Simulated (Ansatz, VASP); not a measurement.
## In7S: VASP beside Ansatz

```
In S
1.0
     8.60271    0.00000    0.00000
     0.00000    8.60271    0.00000
     0.00000    0.00000    8.60271
In S
7 1
Cartesian
  2.6773 0.0000 0.0000
  5.9254 0.0000 0.0000
  0.0000 2.6773 0.0000
  0.0000 5.9254 0.0000
  0.0000 0.0000 2.6773
  0.0000 0.0000 5.9254
  4.3014 4.3014 4.3014
  0.0000 0.0000 0.0000
```

Alike in both runs: functional PBE; k mesh 3 × 3 × 3; occupations gaussian, width 0.2 eV; no spin polarisation.

Ansatz relaxed the structure, and its values are those at the end. VASP's run is a single point on that final structure, the one shown.

|  | VASP | Ansatz |
| --- | --- | --- |
| version | VASP 6.6.1 | Ansatz 0.2.0 |
| potentials or method | VASP PAW PBE potentials, release 64 (In_d, S), cutoff 520 eV | scalar-relativistic, plane waves, PAW |
| valence electrons in the cell | 97 | 97 |

VASP gave:

| Quantity | Value |
| --- | --- |
| gap on the k mesh at the Fermi level (eV) | none |
| pressure (GPa) | 0.0 |
| rms of the force components (eV/Å) | 0.025 |

Task: Which values does Ansatz return?

Result: gap on the k mesh at the Fermi level (eV): none; pressure (GPa): 0.1; rms of the force components (eV/Å): 0.027.

A gap of «none» marks a metal or a gap that the smearing closes. The functional is the same, so the differences come from potentials, cutoffs and numerics.
